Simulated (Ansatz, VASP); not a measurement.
## One calculation of ZnS, two programs

Contents of POSCAR:

```
ZnS
1.0
    0.0000000000      2.6394473565      2.6394473565
    2.6394473565      0.0000000000      2.6394473565
    2.6394473565      2.6394473565      0.0000000000
Zn S
1 1
Direct
    0.0000000000      0.0000000000      0.0000000000
    0.2500000000      0.2500000000      0.2500000000
```

INCAR.step1

```
SYSTEM = ZnS
  PREC = Accurate
  ENCUT = 520
  ISMEAR = -1
  SIGMA = 0.05
  LREAL = .False.
  LASPH = .True.
  NELM = 80
  NBANDS = 16
  GGA = PE
  ALGO = Normal
  EDIFF = 1E-4
  LWAVE = .True.
  LCHARG = .False.
```

File INCAR.step2:

```
SYSTEM = ZnS
  PREC = Accurate
  ENCUT = 520
  EDIFF = 1E-7
  ISMEAR = -1
  SIGMA = 0.05
  LREAL = .False.
  LASPH = .True.
  NELM = 80
  ALGO = Normal
  ISIF = 2
  LWAVE = .False.
  LCHARG = .True.
  METAGGA = R2SCAN
  LMIXTAU = .True.
  LELF = .True.
  LVHAR = .True.
  NBANDS = 16
  ISTART = 1
```

File KPOINTS:

```
Automatic mesh
0
Gamma
  12 12 12
  0 0 0
```

Input for Ansatz:

```yaml
crystal:
  lattice:
    - [0.0, 2.6394473565, 2.6394473565]
    - [2.6394473565, 0.0, 2.6394473565]
    - [2.6394473565, 2.6394473565, 0.0]
  atoms:
    - { symbol: Zn, position: [0.0, 0.0, 0.0] }
    - { symbol: S, position: [0.25, 0.25, 0.25] }
kpoints:
  mp_grid: { grid: [12, 12, 12] }
scf:
  occupations: { method: fermi_dirac, width: 0.05 }
hamiltonian:
  xc: r2scan
  pseudopotentials: { kind: paw }
output:
  forces: true
  stress: true
  eigenvalues: true
  populations: true
```

Change from the starting cell: volume scaled by 0.94, PAW files.

Alike in both runs: task single point; functional r2SCAN; k mesh 12 × 12 × 12; occupations fermi-dirac, width 0.05 eV; no spin polarisation.

|  | VASP | Ansatz |
| --- | --- | --- |
| version | VASP 6.6.1 | Ansatz 0.2.0 |
| potentials or method | VASP PAW PBE potentials, release 64 (Zn, S) | PAW with Ansatz's default frozen-core files, scalar-relativistic |
| plane-wave cutoff (eV) | 520 | 500 |
| valence electrons in the cell | 18 | 18 |

```csv
,VASP,Ansatz,Ansatz less VASP
gap on the k mesh at the Fermi level (eV),3.01,2.99,-0.016
pressure (GPa),5.6,5.6,-0.03
```

VASP's potentials were made for PBE, not for r2SCAN.
